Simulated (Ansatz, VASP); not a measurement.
AlN: VASP beside Ansatz

POSCAR

```
AlN
1.0
    3.1110021516      0.0000000000      0.0000000000
   -1.5555010758      2.6942068945      0.0000000000
    0.0000000000      0.0000000000      4.9780000000
Al N
2 2
Direct
    0.3333333333      0.6666666667      0.0000000000
    0.6666666667      0.3333333333      0.5000000000
    0.2518194590      0.8893667129      0.3850000000
    0.6666666667      0.3333333333      0.8850000000
```

File INCAR.step1:

```
SYSTEM = AlN
ALGO = Normal ; EDIFF = 1E-4
ENCUT = 520 ; GGA = PE
ISMEAR = 0 ; LASPH = .TRUE.
LCHARG = .FALSE. ; LREAL = .FALSE.
LWAVE = .TRUE. ; NBANDS = 16
NELM = 60 ; PREC = Accurate
SIGMA = 0.05
```

File INCAR.step2:

```
SYSTEM = AlN
ALGO = Normal ; EDIFF = 1E-6
ENCUT = 520 ; ISIF = 2
ISMEAR = 0 ; ISTART = 1
LASPH = .TRUE. ; LCHARG = .FALSE.
LMIXTAU = .TRUE. ; LREAL = .FALSE.
LWAVE = .FALSE. ; METAGGA = R2SCAN
NBANDS = 16 ; NELM = 60
PREC = Accurate ; SIGMA = 0.05
```

File KPOINTS:

```
k-points
0
G
  12 12 6
  0 0 0
```

Input for Ansatz:

```yaml
crystal:
  lattice:
    - [3.1110021516, 0.0, 0.0]
    - [-1.5555010758, 2.6942068945, 0.0]
    - [0.0, 0.0, 4.978]
  atoms:
    - { symbol: Al, position: [0.3333333333, 0.6666666667, 0.0] }
    - { symbol: Al, position: [0.6666666667, 0.3333333333, 0.5] }
    - { symbol: "N", position: [0.251819459, 0.8893667129, 0.385] }
    - { symbol: "N", position: [0.6666666667, 0.3333333333, 0.885] }
basis:
  ecutwfc: 500
kpoints:
  mp_grid: { grid: [12, 12, 6] }
hamiltonian:
  xc: r2scan
scf:
  occupations: { method: gaussian, width: 0.05 }
output:
  forces: true
  stress: true
  eigenvalues: true
```

Alike in both runs: task single point; functional r2SCAN; k mesh 12 × 12 × 6; occupations gaussian, width 0.05 eV; no spin polarisation.

|  | VASP | Ansatz |
| --- | --- | --- |
| version | VASP 6.6.1 | Ansatz 0.2.0 |
| potentials or method | VASP PAW PBE potentials, release 64 (Al, N), cutoff 520 eV | scalar-relativistic, plane waves, PAW |
| valence electrons in the cell | 16 | 16 |

Ansatz gave:

* gap on the k mesh at the Fermi level (eV): 2.83
* least direct gap on the mesh (eV): 3.03
* pressure (GPa): 26.7
* traceless stress, the component that is largest in VASP (GPa): 36.16
* rms of the force components (eV/Å): 7.188

**Question.** What did VASP give for the same quantities?

**Answer.** gap on the k mesh at the Fermi level (eV): 2.80; least direct gap on the mesh (eV): 3.04; pressure (GPa): 26.6; traceless stress, the component that is largest in VASP (GPa): 36.52; rms of the force components (eV/Å): 7.259.

VASP's potentials were made for PBE, not for r2SCAN. Atom by atom the forces differ by 0.071 eV/Å (rms over components).
